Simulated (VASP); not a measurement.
Runs of VASP 6.6.1 on LaS. The structure is that of space group Fm-3m (No. 225), or close to it. The cells are those of the table. 

| cell | gap on the mesh (eV) | pressure (GPa) |
| --- | --- | --- |
| a = 4.055 Å, angles 60.0°, 2 atoms | none | 1.7 |
| a = 4.112 Å, angles 60.0°, 2 atoms | none | -2.2 |
| a = 4.167 Å, angles 60.0°, 2 atoms | none | -5.3 |
| a = 4.139 Å, angles 60.0°, 2 atoms | none | (a) |
| a = 4.083 Å, angles 60.0°, 2 atoms | none | (b) |

Alike in all rows: task single point; level LDA; potentials or basis VASP PAW LDA potentials, release 64 (La, S); no spin polarisation; k mesh 8 × 8 × 8; cutoff (eV) 520; smearing methfessel-paxton 0.15 eV.

Problem. Estimate the missing entries.

Solution. (a) -3.8; (b) -0.4.

Caveats: spin-orbit coupling is left out, which moves the levels of the heavy elements.

A k mesh can miss the band edges, and the runs leave out spin-orbit coupling on La.

A gap of «none» marks levels without a gap at the run's occupations.
